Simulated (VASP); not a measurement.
Set up this calculation in VASP 6.6.1, as the native input.

```yaml
Task: electric field gradients
Functional: PBEsol
Potentials_or_basis: VASP PAW PBE potentials, release 64 (W_sv)
Cutoff: 520 eV
k_mesh: 14 × 14 × 14
Occupations: fermi-dirac, width 0.05 eV
Spin: no spin polarisation
Dipole_correction: no
Further_INCAR_settings: ALGO = Normal; EDIFF = 1e-08; NBANDS = 13
```

The structure of W lies in POSCAR:

```
W
1.0
    0.0406000000      2.0503000000      2.0503000000
    2.0503000000      0.0406000000      2.0503000000
    2.0503000000      2.0503000000      0.0406000000
W
1
Direct
    0.0000000000      0.0000000000      0.0000000000
```

This cell differs from its parent crystal: equal xy, yz and zx shear strains of +2 %.

The input as run:

INCAR

```
SYSTEM = W
PREC = Accurate
ENCUT = 520
EDIFF = 1E-8
ISMEAR = -1
SIGMA = 0.05
LREAL = .False.
LASPH = .True.
NELM = 80
ALGO = Normal
ISIF = 2
LWAVE = .False.
LCHARG = .False.
GGA = PS
LEFG = .True.
NBANDS = 13
```

KPOINTS

```
regular mesh
0
Gamma
  14 14 14
  0 0 0
```

Potentials or basis: VASP PAW PBE potentials, release 64 (W_sv).

The run is started by

```sh
$ cat potpaw_PBE.64/W_sv/POTCAR > POTCAR
$ mpirun -np 1 vasp_std > vasp.out
```

It gave:

```
Pressure                                : -11.8 GPa
Band gap on the k mesh                  : zero (bands 7 and 8 overlap by 3.37 eV)
Largest electric field gradient by atom : W +14.9 V/Å²
```

Caveat: the cell differs from its parent crystal (equal xy, yz and zx shear strains of +2 %); the cell stands under tension; without QUAD_EFG the Cq values of the log hold for a quadrupole moment of 1 mb, not for the nuclei; the PAW data sets were made with another functional, which shifts forces and pressure a little; spin-orbit coupling is left out, which moves the levels of the heavy elements.

Run time: 67 s on 1 thread of Intel Xeon 8259CL (shared host), peak memory 0.19 GiB.
